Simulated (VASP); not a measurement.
A run of VASP 6.6.1 is set up as follows.

INCAR

```
PREC = Accurate
ENCUT = 520
EDIFF = 1E-6
ISMEAR = 0
SIGMA = 0.1
LREAL = F
LASPH = T
NELM = 100
ALGO = Normal
ISIF = 2
LWAVE = F
LCHARG = F
GGA = PS
NBANDS = 26
```

KPOINTS

```
regular mesh
0
Gamma
  12 12 12
```

File POSCAR:

```
GeSbTe3
1.0
    2.0403514832      1.1779974781     10.0025997697
   -2.0403514832      1.1779974781     10.0025997697
    0.0000000000     -2.3559949561     10.0025997697
Ge Sb Te
1 1 3
Direct
    0.5993124158      0.5993124158      0.5993124158
    0.3966449083      0.3966449083      0.3966449083
    0.9976385793      0.9976385793      0.9976385793
    0.7910652985      0.7910652985      0.7910652985
    0.2153397981      0.2153397981      0.2153397981
```

Potentials or basis: VASP PAW PBE potentials, release 64 (Ge_d, Sb, Te).

Launch:

```bash
$ cat potpaw_PBE.64/Ge_d/POTCAR potpaw_PBE.64/Sb/POTCAR potpaw_PBE.64/Te/POTCAR > POTCAR
$ mpirun -np 1 vasp_std > vasp.out
```

Question: Estimate the largest force.

Answer: 0.031 eV/Å.

Question: Estimate the pressure.

Answer: 0.1 GPa.

Forces in eV/Å, atoms in the order of the input:
```
Ge   0.000  0.000  0.017
Sb   0.000  0.000 -0.020
Te   0.000  0.000 -0.006
Te   0.000  0.000  0.031
Te   0.000  0.000 -0.022
```

Caveat: the PAW data sets were made with another functional, which shifts forces and pressure a little.
